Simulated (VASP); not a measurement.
# AlN (I4/mmm) in VASP: further runs

The runs below take AlN through single point, with PBE.

All numbers are computed with VASP 6.6.1; they aren't measurements. Logs are shortened: lines on timing, memory, paths and dates and some standing lists are left out, and cuts for length are marked.

### Step 1. The cell of the first run

It takes space group I4/mmm (No. 139, tetragonal). Conventional cell: a = 2.884 Å, b = 2.884 Å, c = 4.008 Å, α = 90.00°, β = 90.00°, γ = 90.00°. Within 2.7 Å of Al (site symmetry 4/mmm) lie 6 N at 2.00 to 2.04 Å. N (site symmetry 4/mmm) has 6 Al at 2.00 to 2.04 Å within 2.7 Å.

### Step 2. Single point, PBE (epitaxial xy strain +1.0%)

The input, INCAR:

```
ALGO = Normal
EDIFF = 1E-6
ENCUT = 520
GGA = PE
ISIF = 2
ISMEAR = 0
LASPH = True
LCHARG = False
LREAL = False
LWAVE = False
NBANDS = 11
NELM = 80
PREC = Accurate
SIGMA = 0.01
```

The input, KPOINTS:

```
k-points
0
Gamma
  6 6 6
```

The input, POSCAR:

```
AlN
1.0
    0.0000000000      2.0390571367      2.0037993240
    2.0390571367      0.0000000000      2.0037993240
    2.0390571367      2.0390571367      0.0000000000
Al N
1 1
Direct
    0.0000000000      0.0000000000      0.0000000000
    0.5000000000      0.5000000000      0.5000000000
```

Potentials or basis: VASP PAW PBE potentials, release 64 (Al, N).

Run with:

```console
$ cat potpaw_PBE.64/Al/POTCAR potpaw_PBE.64/N/POTCAR > POTCAR
$ mpirun -np 1 vasp_std > vasp.out
```

OUTCAR:

```text
EDIFF = 1E-6
   ENCUT = 520
   GGA = PE
   ISIF = 2
   ISMEAR = 0
   LASPH = True
   LREAL = False
   NELM = 80
   PREC = Accurate

 ion  position               nearest neighbor table
   1  0.000  0.000  0.000-   2 2.00   2 2.00   2 2.04   2 2.04   2 2.04   2 2.04
   2  0.500  0.500  0.500-   1 2.00   1 2.00   1 2.04   1 2.04   1 2.04   1 2.04

  LATTYP: Found a body centered tetragonal cell.
 ALAT       =     2.8836622572
 C/A-ratio  =     1.3897600657

  Lattice vectors:

 A1 = (   0.0000000000,  -2.0390571367,  -2.0037993240)
 A2 = (   0.0000000000,   2.0390571367,  -2.0037993240)
 A3 = (   2.0390571367,   0.0000000000,   2.0037993240)

Analysis of symmetry for initial positions (statically):
=====================================================================
 Subroutine PRICEL returns:
 Original cell was already a primitive cell.

 Routine SETGRP: Setting up the symmetry group for a
 body centered tetragonal supercell.

 Subroutine GETGRP returns: Found 16 space group operations
 (whereof 16 operations were pure point group operations)
 out of a pool of 16 trial point group operations.

The static configuration has the point symmetry D_4h.

Analysis of symmetry for dynamics (positions and initial velocities):
=====================================================================
 Subroutine PRICEL returns:
 Original cell was already a primitive cell.

 Routine SETGRP: Setting up the symmetry group for a
 body centered tetragonal supercell.

 Subroutine GETGRP returns: Found 16 space group operations
 (whereof 16 operations were pure point group operations)
 out of a pool of 16 trial point group operations.

The dynamic configuration has the point symmetry D_4h.

 Subroutine INISYM returns: Found 16 space group operations
 (whereof 16 operations are pure point group operations),
 and found     1 'primitive' translations

----------------------------------------------------------------------------------------

                                     Primitive cell

  volume of cell :      16.6626

  direct lattice vectors                    reciprocal lattice vectors
     0.000000000  2.039057137  2.003799324    -0.245211373  0.245211373  0.249525985
     2.039057137  0.000000000  2.003799324     0.245211373 -0.245211373  0.249525985
     2.039057137  2.039057137  0.000000000     0.245211373  0.245211373 -0.249525985

  length of vectors
[... 84 lines left out ...]
   EDIFFG = 0.1E-04   stopping-criterion for IOM
   NSW    =      0    number of steps for IOM
   IBRION =     -1    ionic relax: 0-MD 1-quasi-New 2-CG
   NFREE  =      0    steps in history (QN), initial steepest desc. (CG)
   ISIF   =      2    stress and relaxation
   ISYM   =      2    0-nonsym 1-usesym 2-fastsym
   POTIM  = 0.5000    time-step for ionic-motion
   TEBEG  =    0.0;   TEEND  =   0.0 temperature during run
   PSTRESS=    0.0 pullay stress
   NELECT =       8.0000    total number of electrons
   NUPDOWN=      -1.0000    fix difference up-down
   EMIN   =  10.00;   EMAX   =-10.00  energy-range for DOS
   EFERMI =   0.00;   METHOD = LEGACY
   ISMEAR =     0;   SIGMA  =   0.01  broadening in eV -4-tet -1-fermi 0-gaus
   EFERMI_NEDOS =   21; number of points for ismear=-14 and -15
   IALGO  =     38    algorithm
   IMIX   =      4    mixing-type and parameters
     AMIX     =   0.40;   BMIX     =  1.00
     AMIX_MAG =   1.60;   BMIX_MAG =  1.00
  volume/ion in A,a.u.               =       8.33        56.22
  Fermi-wavevector in a.u.,A,eV,Ry     =   1.281909  2.422457 22.358323  1.643290
  Thomas-Fermi vector in A             =   2.414251
   LORBIT       =      0    0 simple, 1 ext, 2 COOP (PROOUT), +10 PAW based schemes
   GGA     = PE    functional components
   LHFCALC =     F    Hartree Fock is set to
   AEXX    =    0.0000 exact exchange contribution
   IVDW    =     0    specifies the selected vdW correction
   LEPSILON=     F    determine dielectric tensor
   LRPA    =     F    only Hartree local field effects (RPA)
 non-spin polarized calculation
 Gauss-broadening in eV      SIGMA  =   0.01
  energy-cutoff  :      520.00
  volume of cell :       16.66
 maximum number of plane-waves:       459
 NGX is ok and might be reduce to    24
   NGX = 11   NGY = 11   NGZ = 11

 number of electron       7.9999999 magnetization

 Free energy of the ion-electron system (eV)
  ---------------------------------------------------
  ext. energy  EPLUGINS =         0.00000000
  ---------------------------------------------------
  free energy    TOTEN  =       -14.53608977 eV

  energy without entropy =      -14.53608977  energy(sigma->0) =      -14.53608977

 E-fermi :  10.0418     XC(G=0): -12.2452

 val. band max:        9.9026193743   @ k =   0.0000   0.0000   0.0000
 cond. band min:      14.2799033238   @ k =   0.5000   0.5000   0.0000
 fundamental gap:      4.3772839495
 Fermi energy:        10.0418216201

 k-point     1 :       0.0000    0.0000    0.0000
  band No.  band energies     occupation
      1      -7.6195      2.00000
      2       9.7731      2.00000
      3       9.9026      2.00000
      4       9.9026      2.00000
      5      15.4131      0.00000
      6      21.9230      0.00000
      7      21.9230      0.00000
      8      22.1538      0.00000
      9      27.1194      0.00000
     10      27.3001      0.00000
     11      27.8766      0.00000
[... 309 lines left out ...]
 k-point    24 :       0.5000    0.0000    0.3333
  band No.  band energies     occupation
      1      -3.8120      2.00000
      2       3.2044      2.00000
      3       5.8928      2.00000
      4       7.4832      2.00000
      5      15.5026      0.00000
      6      17.5273      0.00000
      7      22.4996      0.00000
      8      25.1827      0.00000
      9      26.5043      0.00000
     10      33.2071      0.00000
     11      34.8573      0.00000

 [... further k-points ...]
[... 5 lines left out ...]
  --------------------------------------------------------------------------------------
  -------------------------------------------------------------------------------------
  Total        0.1326269      0.1326269      0.6424736      0.0000000      0.0000000      0.0000000
  in kB       12.7526109     12.7526109     61.7764403      0.0000000      0.0000000      0.0000000
  external PRESSURE =      29.0938874 kB  Pullay stress =       0.0000000 kB

 VOLUME and BASIS-vectors are now :
 -----------------------------------------------------------------------------
  energy-cutoff  :      520.00
  volume of cell :       16.66
      direct lattice vectors                 reciprocal lattice vectors
     0.000000000  2.039057137  2.003799324    -0.245211373  0.245211373  0.249525985
     2.039057137  0.000000000  2.003799324     0.245211373 -0.245211373  0.249525985
     2.039057137  2.039057137  0.000000000     0.245211373  0.245211373 -0.249525985

 POSITION                                       TOTAL-FORCE (eV/Angst)
 -----------------------------------------------------------------------------------
      0.00000      0.00000      0.00000        -0.000000      0.000000      0.000000
      2.03906      2.03906      2.00380         0.000000     -0.000000      0.000000
 -----------------------------------------------------------------------------------
    total drift:                               -0.000000     -0.000000      0.000000

  FREE ENERGIE OF THE ION-ELECTRON SYSTEM (eV)
  ---------------------------------------------------
  free  energy   TOTEN  =       -14.5360897685 eV

  energy  without entropy=      -14.5360897685  energy(sigma->0) =      -14.53608977
```

It took 2.6 s on 1 thread of Intel Xeon 6975P-C (Granite Rapids), shared host; peak memory 0.12 GiB.

What came out:

| Quantity | Value |
| --- | --- |
| Free energy | -14.5361 eV |
| Pressure | 2.9 GPa |
| Band gap on the k mesh | 4.38 eV, indirect (least direct gap 5.51 eV) |

Stress tensor (GPa, compression positive):
```
1.28 0.00 0.00
0.00 1.28 0.00
0.00 0.00 6.18
```

Caveat: the k points lie up to 0.45 Å⁻¹ apart; the cell differs from its parent crystal (epitaxial xy strain +1.0%).

### Step 3. Single point, PBE (epitaxial xy strain +2.0%)

The input, INCAR:

```
PREC = Accurate
ENCUT = 520
EDIFF = 1E-7
ISMEAR = 0
SIGMA = 0.01
LREAL = F
LASPH = T
NELM = 60
ALGO = Normal
ISIF = 2
LWAVE = F
LCHARG = T
GGA = PE
LELF = T
LVHAR = T
NBANDS = 11
```

The input, KPOINTS:

```
Automatic mesh
0
Gamma
  6 6 6
```

The input, POSCAR:

```
AlN
1.0
    0.0000000000      2.0592458212      1.9894038838
    2.0592458212      0.0000000000      1.9894038838
    2.0592458212      2.0592458212      0.0000000000
Al N
1 1
Direct
    0.0000000000      0.0000000000      0.0000000000
    0.5000000000      0.5000000000      0.5000000000
```

Potentials or basis: VASP PAW PBE potentials, release 64 (Al, N).

Run with:

```console
$ cat potpaw_PBE.64/Al/POTCAR potpaw_PBE.64/N/POTCAR > POTCAR
$ mpirun -np 1 vasp_std > vasp.out
```

It took 3.1 s on 1 thread of Intel Xeon 6975P-C (Granite Rapids), shared host; peak memory 0.13 GiB.

The run converged. Its results:

| Quantity | Value |
| --- | --- |
| Free energy | -14.5297 eV |
| Pressure | 0.1 GPa |
| Band gap on the k mesh | 4.13 eV, indirect (least direct gap 5.28 eV) |

Stress tensor (GPa, compression positive):
```
-2.97  0.00  0.00
 0.00 -2.97  0.00
 0.00  0.00  6.29
```

Levels at points of the mesh, in eV from the valence-band top:
```tsv
k point	band 2	band 3	band 4	band 5	band 6	band 7
(0.00, 0.00, 0.00)	-0.26	0.00	0.00	5.28	11.88	11.88
(0.50, 0.00, 0.00)	-8.26	-1.19	-1.07	5.88	10.37	11.20
(0.50, 0.50, 0.00)	-7.22	-3.00	-3.00	4.13	5.03	14.01
(0.50, 0.00, 0.50)	-7.38	-2.96	-2.52	4.44	5.37	13.56
```

Caveat: the k points lie up to 0.45 Å⁻¹ apart; the cell differs from its parent crystal (epitaxial xy strain +2.0%). A k mesh can miss the band edges.

### Step 4. Single point, PBE (epitaxial xy strain -4.0%)

The input, INCAR:

```
PREC = Accurate
ENCUT = 520
EDIFF = 1E-6
ISMEAR = -1
SIGMA = 0.02
LREAL = False
LASPH = True
NELM = 100
ALGO = Normal
ISIF = 2
LWAVE = False
LCHARG = False
GGA = PE
NBANDS = 11
```

The input, KPOINTS:

```
Automatic mesh
0
Gamma
  10 10 10
```

The input, POSCAR:

```
AlN
1.0
    0.0000000000      1.9381137141      2.0900686179
    1.9381137141      0.0000000000      2.0900686179
    1.9381137141      1.9381137141      0.0000000000
Al N
1 1
Direct
    0.0000000000      0.0000000000      0.0000000000
    0.5000000000      0.5000000000      0.5000000000
```

Potentials or basis: VASP PAW PBE potentials, release 64 (Al, N).

Run with:

```console
$ cat potpaw_PBE.64/Al/POTCAR potpaw_PBE.64/N/POTCAR > POTCAR
$ mpirun -np 1 vasp_std > vasp.out
```

OUTCAR:

```text
PREC = Accurate
   ENCUT = 520
   EDIFF = 1E-6
   ISMEAR = -1
   LREAL = False
   LASPH = True
   NELM = 100
   ISIF = 2
   GGA = PE

 ion  position               nearest neighbor table
   1  0.000  0.000  0.000-   2 1.94   2 1.94   2 1.94   2 1.94   2 2.09   2 2.09
   2  0.500  0.500  0.500-   1 1.94   1 1.94   1 1.94   1 1.94   1 2.09   1 2.09

  LATTYP: Found a body centered tetragonal cell.
 ALAT       =     2.7409066999
 C/A-ratio  =     1.5250928592

  Lattice vectors:

 A1 = (  -1.9381137141,   0.0000000000,   2.0900686179)
 A2 = (   1.9381137141,   0.0000000000,   2.0900686179)
 A3 = (   0.0000000000,   1.9381137141,  -2.0900686179)

Analysis of symmetry for initial positions (statically):
=====================================================================
 Subroutine PRICEL returns:
 Original cell was already a primitive cell.

 Routine SETGRP: Setting up the symmetry group for a
 body centered tetragonal supercell.

 Subroutine GETGRP returns: Found 16 space group operations
 (whereof 16 operations were pure point group operations)
 out of a pool of 16 trial point group operations.

The static configuration has the point symmetry D_4h.

Analysis of symmetry for dynamics (positions and initial velocities):
[... 165 lines left out ...]

 k-point     1 :       0.0000    0.0000    0.0000
  band No.  band energies     occupation
      1      -7.4044      2.00000
      2      10.4610      2.00000
      3      10.4610      2.00000
      4      10.9146      2.00000
      5      16.9302      0.00000
      6      22.3271      0.00000
      7      23.3888      0.00000
      8      23.3888      0.00000
      9      27.7204      0.00000
     10      28.2487      0.00000
     11      28.3331      0.00000
[... 309 lines left out ...]
 k-point    24 :       0.4000    0.3000    0.0000
  band No.  band energies     occupation
      1      -4.5272      2.00000
      2       4.4681      2.00000
      3       7.8435      2.00000
      4       8.5407      2.00000
      5      17.4496      0.00000
      6      18.2521      0.00000
      7      22.9328      0.00000
      8      27.5220      0.00000
      9      28.1634      0.00000
     10      33.4728      0.00000
     11      35.8935      0.00000

 [... further k-points ...]
[... 5 lines left out ...]
  --------------------------------------------------------------------------------------
  -------------------------------------------------------------------------------------
  Total        3.1736364      3.1736364      0.5470964      0.0000000     -0.0000000      0.0000000
  in kB      323.8312047    323.8312047     55.8245689      0.0000000     -0.0000000      0.0000000
  external PRESSURE =     234.4956594 kB  Pullay stress =       0.0000000 kB

 VOLUME and BASIS-vectors are now :
 -----------------------------------------------------------------------------
  energy-cutoff  :      520.00
  volume of cell :       15.70
      direct lattice vectors                 reciprocal lattice vectors
     0.000000000  1.938113714  2.090068618    -0.257982799  0.257982799  0.239226596
     1.938113714  0.000000000  2.090068618     0.257982799 -0.257982799  0.239226596
     1.938113714  1.938113714  0.000000000     0.257982799  0.257982799 -0.239226596

 POSITION                                       TOTAL-FORCE (eV/Angst)
 -----------------------------------------------------------------------------------
      0.00000      0.00000      0.00000         0.000000     -0.000000      0.000000
      1.93811      1.93811      2.09007        -0.000000      0.000000      0.000000
 -----------------------------------------------------------------------------------
    total drift:                               -0.000000     -0.000000      0.000000

  FREE ENERGIE OF THE ION-ELECTRON SYSTEM (eV)
  ---------------------------------------------------
  free  energy   TOTEN  =       -14.4089130514 eV

  energy  without entropy=      -14.4089130514  energy(sigma->0) =      -14.40891305
```

stdout:

```text
POSCAR found type information on POSCAR AlN
 POSCAR found :  2 types and       2 ions
 scaLAPACK will be used
 LDA part: xc-table for (Slater+PW92), standard interpolation
 POSCAR, INCAR and KPOINTS ok, starting setup
 FFT: planning ... GRIDC
 FFT: planning ... GRID_SOFT
 FFT: planning ... GRID
 WAVECAR not read
 entering main loop
```

Wall time 5.4 s (1 thread of Intel Xeon 6975P-C (Granite Rapids), shared host); peak memory 0.13 GiB.

What came out:

| Property | Result |
| --- | --- |
| Free energy | -14.4089 eV |
| Pressure | 23.4 GPa |
| Band gap on the k mesh | 4.64 eV, indirect (least direct gap 6.02 eV) |

Stress tensor (GPa, compression positive):
```
32.38  0.00  0.00
 0.00 32.38  0.00
 0.00  0.00  5.58
```

Caveat: the cell differs from its parent crystal (epitaxial xy strain -4.0%). A k mesh can miss the band edges.

### Step 5. Overview

| cell | k mesh | smearing | gap on the mesh (eV) | pressure (GPa) |
| --- | --- | --- | --- | --- |
| a = 2.859, b = 2.859, c = 2.884 Å, angles 59.7, 59.7, 60.6°, 2 atoms | 6 × 6 × 6 | gaussian 0.01 eV | 4.38 | 2.9 |
| a = 2.863, b = 2.863, c = 2.912 Å, angles 59.4, 59.4, 61.1°, 2 atoms | 6 × 6 × 6 | gaussian 0.01 eV | 4.13 | 0.1 |
| a = 2.850, b = 2.850, c = 2.741 Å, angles 61.3, 61.3, 57.5°, 2 atoms | 10 × 10 × 10 | fermi-dirac 0.02 eV | 4.64 | 23.4 |

Alike in all rows: task single point; level PBE; potentials or basis VASP PAW PBE potentials, release 64 (Al, N); no spin polarisation; cutoff (eV) 520.

Caveats: some runs use coarse meshes.

Total energies depend on the potentials used, so only differences within one code and one set of settings carry meaning.
